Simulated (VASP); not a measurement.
# Al (R-3m) in VASP: a series of runs

Runs on Al. Level: PBE+D3(BJ). Tasks: single point.

Everything below comes from runs of VASP 6.6.1. Logs are shortened: lines on timing, memory, paths and dates and some standing lists are left out, and cuts for length are marked.

## (1) The cell of the first run

The structure is trigonal, space group R-3m (No. 166). Conventional cell: a = 2.816 Å, b = 2.816 Å, c = 13.797 Å, α = 90.00°, β = 90.00°, γ = 120.00°. Al (site symmetry 3m) has 12 Al at 2.72 to 2.92 Å within 3.6 Å.

## (2) Single point, PBE+D3(BJ) (atoms displaced along a vibrational mode)

File INCAR:

```
SYSTEM = Al
PREC     = Accurate       ! precision mode
ENCUT    = 520            ! plane-wave cutoff, eV
EDIFF    = 1E-7           ! SCF threshold, eV
ISMEAR   = 0              ! smearing method
SIGMA    = 0.15           ! smearing width, eV
LREAL    = .False.        ! projectors in reciprocal space
LASPH    = .True.         ! aspherical terms in the spheres
NELM     = 60             ! most SCF steps
ALGO     = Fast           ! electronic algorithm
ISIF     = 2              ! what is computed and relaxed
LWAVE    = .False.        ! write WAVECAR
LCHARG   = .False.        ! write CHGCAR
GGA      = PE             ! functional
IVDW     = 12             ! dispersion correction
NBANDS   = 10             ! bands
```

File KPOINTS:

```
Automatic mesh
0
Gamma
  24 24 24
  0 0 0
```

File POSCAR:

```
Al
1.0
    0.0000000000     -1.9913628294     -1.9913628294
   -1.9913628294      0.0000000000     -1.9913628294
    1.9913628294      1.9913628294     -3.9827256588
Al
2
Direct
    0.5043489081      0.5043489081      0.4869532756
   -0.0043489081     -0.0043489081      0.0130467244
```

Potentials or basis: VASP PAW PBE potentials, release 64 (Al).

Command:

```
cat potpaw_PBE.64/Al/POTCAR > POTCAR
mpirun -np 1 vasp_std > vasp.out
```

OUTCAR:

```text
SYSTEM = Al
   PREC = Accurate
   ENCUT = 520
   EDIFF = 1E-7
   ISMEAR = 0
   LREAL = .False.
   LASPH = .True.
   NELM = 60
   ISIF = 2
   GGA = PE
   IVDW = 12
 IVDW          = 12

 ion  position               nearest neighbor table
   1  0.504  0.504  0.487-   2 2.72   2 2.72   2 2.72   2 2.92   2 2.92   2 2.92
   2  0.996  0.996  0.013-   1 2.72   1 2.72   1 2.72   1 2.92   1 2.92   1 2.92

  LATTYP: Found a trigonal (rhomboedric) cell.
 ALAT       =     4.8778228248
 COS(alpha) =     0.8333333333

  Lattice vectors:

 A1 = (   1.9913628294,   3.9827256588,  -1.9913628294)
 A2 = (   3.9827256588,   1.9913628294,  -1.9913628294)
 A3 = (   1.9913628294,   1.9913628294,  -3.9827256588)

Analysis of symmetry for initial positions (statically):
=====================================================================
 Subroutine PRICEL returns:
 Original cell was already a primitive cell.

 Routine SETGRP: Setting up the symmetry group for a
 trigonal (rhombohedral) supercell.

 Subroutine GETGRP returns: Found 12 space group operations
 (whereof  6 operations were pure point group operations)
 out of a pool of 12 trial point group operations.

The static configuration has the point symmetry C_3v.
 The point group associated with its full space group is D_3d.

Analysis of symmetry for dynamics (positions and initial velocities):
=====================================================================
 Subroutine PRICEL returns:
 Original cell was already a primitive cell.

 Routine SETGRP: Setting up the symmetry group for a
 trigonal (rhombohedral) supercell.

 Subroutine GETGRP returns: Found 12 space group operations
 (whereof  6 operations were pure point group operations)
 out of a pool of 12 trial point group operations.

The dynamic configuration has the point symmetry C_3v.
 The point group associated with its full space group is D_3d.

 Subroutine INISYM returns: Found 12 space group operations
 (whereof  6 operations are pure point group operations),
 and found     1 'primitive' translations

----------------------------------------------------------------------------------------

                                     Primitive cell

  volume of cell :      31.5872

  direct lattice vectors                    reciprocal lattice vectors
     0.000000000 -1.991362829 -1.991362829     0.125542165 -0.376626494 -0.125542165
    -1.991362829  0.000000000 -1.991362829    -0.376626494  0.125542165 -0.125542165
     1.991362829  1.991362829 -3.982725659     0.125542165  0.125542165 -0.125542165

  length of vectors
     2.816212321  2.816212321  4.877822825     0.416376255  0.416376255  0.217445407

  position of ions in fractional coordinates (direct lattice)
     0.504348908  0.504348908  0.486953276
     0.995651092  0.995651092  0.013046724

  ion indices of the primitive-cell ions
   primitive index   ion index
                 1           1
                 2           2

----------------------------------------------------------------------------------------

 KPOINTS: Automatic mesh

Automatic generation of k-mesh.
 Grid dimensions read from file:
 generate k-points for:   24   24   24

 Generating k-lattice:

  Cartesian coordinates                     Fractional coordinates (reciprocal lattice)
     0.005230924 -0.015692771 -0.005230924     0.041666667  0.000000000  0.000000000
    -0.015692771  0.005230924 -0.005230924     0.000000000  0.041666667  0.000000000
     0.005230924  0.005230924 -0.005230924     0.000000000  0.000000000  0.041666667

  Length of vectors
     0.017349011  0.017349011  0.009060225

  Shift w.r.t. Gamma in fractional coordinates (k-lattice)
     0.000000000  0.000000000  0.000000000

 Subroutine IBZKPT returns following result:
 ===========================================

 Found   1313 irreducible k-points:

 Following reciprocal coordinates:
            Coordinates               Weight
  0.000000  0.000000  0.000000      1.000000
  0.041667  0.000000  0.000000      6.000000
  0.083333  0.000000 -0.000000      6.000000
  0.125000  0.000000  0.000000      6.000000
  0.166667  0.000000 -0.000000      6.000000
  0.208333  0.000000 -0.000000      6.000000
[... 16 lines left out ...]
  0.416667  0.041667 -0.000000     12.000000
  0.458333  0.041667 -0.000000     12.000000
 [... further k-points ...]
   k-points           NKPTS =   1313   k-points in BZ     NKDIM =   1313   number of bands    NBANDS=     10
   number of dos      NEDOS =    301   number of ions     NIONS =      2
   total plane-waves  NPLWV =  20736
   dimension x,y,z NGX =    24 NGY =   24 NGZ =   36
   dimension x,y,z NGXF=    48 NGYF=   48 NGZF=   72
   ions per type =               2
   NGX,Y,Z   is equivalent  to a cutoff of  14.17, 14.17, 12.27 a.u.
   NGXF,Y,Z  is equivalent  to a cutoff of  28.34, 28.34, 24.54 a.u.
 SYSTEM =  Al
   PREC   = accura    normal or accurate (medium, high low for compatibility)
   ISTART =      0    job   : 0-new  1-cont  2-samecut
   ICHARG =      2    charge: 1-file 2-atom 10-const
   ISPIN  =      1    spin polarized calculation?
   LNONCOLLINEAR =      F non collinear calculations
   LSORBIT =      F    spin-orbit coupling
   LASPH  =      T    aspherical Exc in radial PAW
   ENCUT  =  520.0 eV  38.22 Ry    6.18 a.u.   5.24  5.24  9.07*2*pi/ulx,y,z
   NELM   =     60;   NELMIN=  2; NELMDL= -5     # of ELM steps
   EDIFF  = 0.1E-06   stopping-criterion for ELM
   LREAL  =      F    real-space projection
   EDIFFG = 0.1E-05   stopping-criterion for IOM
   NSW    =      0    number of steps for IOM
   IBRION =     -1    ionic relax: 0-MD 1-quasi-New 2-CG
   NFREE  =      0    steps in history (QN), initial steepest desc. (CG)
   ISIF   =      2    stress and relaxation
   ISYM   =      2    0-nonsym 1-usesym 2-fastsym
   POTIM  = 0.5000    time-step for ionic-motion
   TEBEG  =    0.0;   TEEND  =   0.0 temperature during run
   PSTRESS=    0.0 pullay stress
   NELECT =       6.0000    total number of electrons
   NUPDOWN=      -1.0000    fix difference up-down
   EMIN   =  10.00;   EMAX   =-10.00  energy-range for DOS
   EFERMI =   0.00;   METHOD = LEGACY
   ISMEAR =     0;   SIGMA  =   0.15  broadening in eV -4-tet -1-fermi 0-gaus
   EFERMI_NEDOS =   21; number of points for ismear=-14 and -15
   IALGO  =     68    algorithm
   IMIX   =      4    mixing-type and parameters
     AMIX     =   0.40;   BMIX     =  1.00
     AMIX_MAG =   1.60;   BMIX_MAG =  1.00
  volume/ion in A,a.u.               =      15.79       106.58
  Fermi-wavevector in a.u.,A,eV,Ry     =   0.941069  1.778363 12.049470  0.885611
  Thomas-Fermi vector in A             =   2.068543
   LORBIT       =      0    0 simple, 1 ext, 2 COOP (PROOUT), +10 PAW based schemes
   GGA     = PE    functional components
   LHFCALC =     F    Hartree Fock is set to
   AEXX    =    0.0000 exact exchange contribution
   IVDW    =    12    specifies the selected vdW correction
   LEPSILON=     F    determine dielectric tensor
   LRPA    =     F    only Hartree local field effects (RPA)
 non-spin polarized calculation
 RMM-DIIS sequential band-by-band and
 Gauss-broadening in eV      SIGMA  =   0.15
  energy-cutoff  :      520.00
  volume of cell :       31.59
 maximum number of plane-waves:       878
 NGX is ok and might be reduce to    24
   NGX = 11   NGY = 11   NGZ = 19

 number of electron       6.0000000 magnetization

 Free energy of the ion-electron system (eV)
  ---------------------------------------------------
  ext. energy  EPLUGINS =         0.00000000
  ---------------------------------------------------
  free energy    TOTEN  =        -7.43694165 eV

  energy without entropy =       -7.42743688  energy(sigma->0) =       -7.43218927

 E-fermi :   8.4709     XC(G=0): -10.3512

 val. band max:        8.4709218007   @ k =  -0.4167   0.3750   0.0833
 cond. band min:       8.4712890382   @ k =  -0.3333   0.2500   0.0417
 fundamental gap:      0.0003672374
 Fermi energy:         8.4709337809

 k-point     1 :       0.0000    0.0000    0.0000
  band No.  band energies     occupation
      1      -3.0048      2.00000
      2       3.7206      2.00000
      3       4.0189      2.00000
      4      20.0688      0.00000
      5      20.0688      0.00000
      6      20.1814      0.00000
      7      20.1814      0.00000
      8      21.3502      0.00000
      9      21.4671      0.00000
     10      21.4671      0.00000

 k-point     2 :       0.0417    0.0000    0.0000
  band No.  band energies     occupation
      1      -2.9603      2.00000
      2       3.6736      2.00000
      3       4.1502      2.00000
      4      18.8616      0.00000
      5      19.3359      0.00000
      6      20.4350      0.00000
      7      20.7885      0.00000
      8      20.8298      0.00000
      9      21.2294      0.00000
     10      21.3111      0.00000

 k-point     3 :       0.0833    0.0000   -0.0000
  band No.  band energies     occupation
      1      -2.8269      2.00000
      2       3.6381      2.00000
      3       4.4380      2.00000
      4      17.2875      0.00000
      5      18.6175      0.00000
      6      19.2983      0.00000
      7      20.2828      0.00000
      8      20.2961      0.00000
      9      21.0644      0.00000
     10      22.0041      0.00000

 k-point     4 :       0.1250    0.0000    0.0000
  band No.  band energies     occupation
      1      -2.6048      2.00000
      2       3.6730      2.00000
      3       4.8222      2.00000
      4      15.6583      0.00000
      5      17.9139      0.00000
      6      17.9721      0.00000
      7      19.5589      0.00000
      8      19.7790      0.00000
      9      20.6637      0.00000
     10      23.0137      0.00000

 k-point     5 :       0.1667    0.0000   -0.0000
  band No.  band energies     occupation
      1      -2.2945      2.00000
      2       3.7884      2.00000
      3       5.2902      2.00000
      4      14.0537      0.00000
      5      16.5373      0.00000
      6      17.4008      0.00000
      7      18.8751      0.00000
      8      19.2456      0.00000
      9      20.1997      0.00000
     10      22.9558      0.00000

 k-point     6 :       0.2083    0.0000   -0.0000
  band No.  band energies     occupation
      1      -1.8966      2.00000
      2       3.9864      2.00000
      3       5.8341      2.00000
      4      12.5064      0.00000
      5      15.2032      0.00000
      6      16.9033      0.00000
      7      18.2547      0.00000
      8      18.7430      0.00000
      9      19.7212      0.00000
     10      21.9667      0.00000
[... 183 lines left out ...]
 k-point    21 :       0.3333    0.0417    0.0000
  band No.  band energies     occupation
      1      -0.4605      2.00000
      2       4.6325      2.00000
      3       7.5161      2.00000
      4       9.2607      0.00000
      5      12.3305      0.00000
      6      15.3190      0.00000
      7      16.1951      0.00000
      8      17.8329      0.00000
      9      18.6344      0.00000
     10      19.3490      0.00000

 k-point    22 :       0.3750    0.0417   -0.0000
  band No.  band energies     occupation
      1       0.2399      2.00000
      2       5.1185      2.00000
      3       7.0576      2.00000
      4       9.2489      0.00000
      5      11.2331      0.00000
      6      15.0375      0.00000
      7      15.8244      0.00000
      8      16.4742      0.00000
      9      18.3294      0.00000
     10      19.0510      0.00000

 k-point    23 :       0.4167    0.0417   -0.0000
  band No.  band energies     occupation
      1       1.0227      2.00000
      2       5.6087      2.00000
      3       6.0650      2.00000
      4       9.9986      0.00000
      5      10.2073      0.00000
      6      14.7251      0.00000
      7      15.1603      0.00000
      8      15.6363      0.00000
      9      18.1128      0.00000
     10      18.8257      0.00000

 k-point    24 :       0.4583    0.0417   -0.0000
  band No.  band energies     occupation
      1       1.8856      2.00000
      2       4.8121      2.00000
      3       6.3943      2.00000
      4       9.2489      0.00000
      5      10.9512      0.00000
      6      13.7137      0.00000
      7      14.7680      0.00000
      8      15.4479      0.00000
      9      17.9638      0.00000
     10      18.6813      0.00000

 [... further k-points ...]

------------------------ aborting loop because EDIFF is reached ----------------------------------------

 Edisp (eV)   -0.70383

 E8    (eV) :    -0.3149

  FORCE on cell =-STRESS in cart. coord.  units (eV):
  Direction    XX          YY          ZZ          XY          YZ          ZX
  --------------------------------------------------------------------------------------
  -------------------------------------------------------------------------------------
  Total       0.11767     0.11767     0.11767     0.05129    -0.05129    -0.05129
  in kB       5.96844     5.96844     5.96844     2.60136    -2.60136    -2.60136
  external pressure =        5.97 kB  Pullay stress =        0.00 kB

 VOLUME and BASIS-vectors are now :
 -----------------------------------------------------------------------------
  energy-cutoff  :      520.00
  volume of cell :       31.59
      direct lattice vectors                 reciprocal lattice vectors
     0.000000000 -1.991362829 -1.991362829     0.125542165 -0.376626494 -0.125542165
    -1.991362829  0.000000000 -1.991362829    -0.376626494  0.125542165 -0.125542165
     1.991362829  1.991362829 -3.982725659     0.125542165  0.125542165 -0.125542165

 POSITION                                       TOTAL-FORCE (eV/Angst)
 -----------------------------------------------------------------------------------
     -0.03464     -0.03464     -3.94808         0.418693      0.418693     -0.418693
     -1.95672     -1.95672     -4.01737        -0.418693     -0.418693      0.418693
 -----------------------------------------------------------------------------------
    total drift:                               -0.000000     -0.000000      0.000000

  FREE ENERGIE OF THE ION-ELECTRON SYSTEM (eV)
  ---------------------------------------------------
  free  energy   TOTEN  =        -8.1407708244 eV

  energy  without entropy=       -8.1312660500  energy(sigma->0) =       -8.13601844
```

Run time: 7.9 min. Hardware: 1 thread of AMD EPYC 7R13, shared host; peak memory 0.41 GiB.

Results:

- Free energy: -8.1408 eV
- Pressure: 0.6 GPa
- Largest force: 0.725 eV/Å
- Band gap on the k mesh: zero (bands 3 and 4 overlap by 5.98 eV)
- Dispersion energy per atom: -0.352 eV

Forces on the atoms (eV/Å):
```
Al   0.419  0.419 -0.419
Al  -0.419 -0.419  0.419
```

Caveat: the cell differs from its parent crystal (atoms displaced along a vibrational mode).

## (3) Single point, PBE+D3(BJ) (atoms displaced along a vibrational mode)

File INCAR:

```
SYSTEM = Al
ALGO = Fast
EDIFF = 1E-6
ENCUT = 520
GGA = PE
ISIF = 2
ISMEAR = 0
IVDW = 12
LASPH = .TRUE.
LCHARG = .FALSE.
LREAL = .FALSE.
LWAVE = .FALSE.
NBANDS = 10
NELM = 100
PREC = Accurate
SIGMA = 0.15
```

File KPOINTS:

```
k-points
0
G
  24 24 24
  0 0 0
```

File POSCAR:

```
Al
1.0
    0.0000000000     -1.9913628294     -1.9913628294
   -1.9913628294      0.0000000000     -1.9913628294
    1.9913628294      1.9913628294     -3.9827256588
Al
2
Direct
    0.4978255459      0.4978255459      0.5065233622
    0.0021744541      0.0021744541     -0.0065233622
```

Potentials or basis: VASP PAW PBE potentials, release 64 (Al).

Command:

```
cat potpaw_PBE.64/Al/POTCAR > POTCAR
mpirun -np 1 vasp_std > vasp.out
```

It took 7.5 min on 1 thread of AMD EPYC 7R13, shared host; peak memory 0.41 GiB.

It converged, with:

```yaml
Free_energy: -8.1732 eV
Pressure: 0.1 GPa
Largest_force: 0.358 eV/Å
Band_gap_on_the_k_mesh: zero (bands 3 and 4 overlap by 6.05 eV)
Dispersion_energy_per_atom: -0.352 eV
```

Forces on the atoms (eV/Å):
```
Al  -0.207 -0.207  0.207
Al   0.207  0.207 -0.207
```

Stress tensor (GPa, compression positive):
```
 0.10  0.13 -0.13
 0.13  0.10 -0.13
-0.13 -0.13  0.10
```

Levels at points of the mesh, in eV from the Fermi level:
```tsv
k point	band 1	band 2	band 3	band 4	band 5	band 6	band 7	band 8
(0.00, 0.00, 0.00)	-11.46	-4.78	-4.45	11.64	11.64	11.83	11.83	12.86
(0.50, 0.00, 0.00)	-5.22	-5.19	-0.82	-0.75	3.73	3.79	7.08	7.46
(0.50, 0.50, 0.00)	-4.79	-4.47	-3.02	-1.62	5.25	5.78	5.79	9.46
(0.00, 0.00, 0.50)	-9.88	-9.55	3.44	3.59	11.16	11.16	11.24	11.24
```

Caveat: the cell differs from its parent crystal (atoms displaced along a vibrational mode).
